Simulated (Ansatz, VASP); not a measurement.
**In in VASP and in Ansatz**

INCAR

```
  PREC = Accurate
  ENCUT = 520
  EDIFF = 1E-6
  ISMEAR = 0
  SIGMA = 0.15
  LREAL = False
  LASPH = True
  NELM = 80
  ALGO = Fast
  ISIF = 2
  LWAVE = False
  LCHARG = False
  GGA = PE
  IVDW = 12
  NBANDS = 20
```

KPOINTS

```
Automatic mesh
0
Gamma
  18 18 10
```

POSCAR

```
In
1.0
    3.4355493255      0.0000000000      0.0000000000
   -1.7177746627      2.9752729918      0.0000000000
    0.0000000000      0.0000000000      5.3438686324
In
2
Direct
    0.3333333333      0.6666666667      0.2500000000
    0.6666666667      0.3333333333      0.7500000000
```

Input for Ansatz:

```yaml
crystal:
  lattice:
    - [3.4355493255, 0.0, 0.0]
    - [-1.7177746627, 2.9752729918, 0.0]
    - [0.0, 0.0, 5.3438686324]
  atoms:
    - { symbol: In, position: [0.3333333333, 0.6666666667, 0.25] }
    - { symbol: In, position: [0.6666666667, 0.3333333333, 0.75] }
basis:
  ecutwfc: 420
kpoints:
  mp_grid: { grid: [18, 18, 10] }
hamiltonian:
  xc: pbe
  dispersion: d3bj
scf:
  occupations: { method: gaussian, width: 0.15 }
output:
  forces: true
  stress: true
  eigenvalues: true
```

Change from the starting cell: strain +0.030 along x and y, -0.030 along z, atoms carried along.

Alike in both runs: task single point; functional PBE; dispersion D3(BJ); k mesh 18 × 18 × 10; occupations gaussian, width 0.15 eV; no spin polarisation.

```csv
,VASP,Ansatz
version,VASP 6.6.1,Ansatz 0.2.0
potentials or method,"VASP PAW PBE potentials, release 64 (In_d), cutoff 520 eV","scalar-relativistic, plane waves, PAW"
valence electrons in the cell,26,26
```

|  | VASP | Ansatz | Ansatz less VASP |
| --- | --- | --- | --- |
| gap on the k mesh at the Fermi level (eV) | none | none | - |
| pressure (GPa) | -1.5 | -1.3 | +0.12 |
| traceless stress, the component that is largest in VASP (GPa) | 0.68 | 0.66 | -0.013 |

A gap of «none» marks a metal or a gap that the smearing closes.
